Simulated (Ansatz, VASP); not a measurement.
## One calculation of MnS, two programs

INCAR

```
SYSTEM = MnS
ALGO = Normal ; EDIFF = 1E-8
ENCUT = 520 ; GGA = PE
ISIF = 2 ; ISMEAR = -1
ISPIN = 2 ; LASPH = .True.
LCHARG = .False. ; LEFG = .True.
LMAXMIX = 4 ; LORBIT = 11
LREAL = .False. ; LWAVE = .False.
MAGMOM = 4 0 ; NBANDS = 20
NELM = 150 ; PREC = Accurate
SIGMA = 0.05
```

File KPOINTS:

```
k-points
0
Gamma
  10 10 10
  0 0 0
```

POSCAR

```
MnS
1.0
    0.0000000000      2.8231415453      2.8231415453
    2.8231415453      0.0000000000      2.8231415453
    2.8231415453      2.8231415453      0.0000000000
Mn S
1 1
Direct
    0.0000000000      0.0000000000      0.0000000000
    0.7500000000      0.7500000000      0.7500000000
```

Input for Ansatz:

```yaml
crystal:
  lattice:
    - [0.0, 2.8231415453, 2.8231415453]
    - [2.8231415453, 0.0, 2.8231415453]
    - [2.8231415453, 2.8231415453, 0.0]
  atoms:
    - { symbol: Mn, position: [0.0, 0.0, 0.0], spin: 4.0 }
    - { symbol: S, position: [0.75, 0.75, 0.75] }
magnetization:
  spin_polarized: true
kpoints:
  mp_grid: { grid: [10, 10, 10] }
scf:
  occupations: { method: fermi_dirac, width: 0.05 }
hamiltonian:
  xc: pbe
  pseudopotentials: { kind: paw }
output:
  forces: true
  stress: true
  eigenvalues: true
  efg: { contact_densities: true }
```

Change from the starting cell: volume scaled by 1.025, PAW files.

Alike in both runs: task electric field gradients; functional PBE; k mesh 10 × 10 × 10; occupations fermi-dirac, width 0.05 eV; collinear spin.

|  | VASP | Ansatz |
| --- | --- | --- |
| version | VASP 6.6.1 | Ansatz 0.2.0 |
| potentials or method | VASP PAW PBE potentials, release 64 (Mn_pv, S) | PAW with Ansatz's default frozen-core files, scalar-relativistic |
| plane-wave cutoff (eV) | 520 | 420 |
| valence electrons in the cell | 19 | 21 |

```csv
,VASP,Ansatz,Ansatz less VASP
pressure (GPa),-0.2,-0.2,-0.03
net moment per atom (μB),2.48,2.48,0.000
size of the moment on the site where the two differ most (μB),4.36,4.20,-0.157
```

Site moments also hang on the region over which each program counts them. VASP's potentials hold 19 valence electrons a cell and Ansatz's 21, so a difference there can come from the potentials and not from the codes.
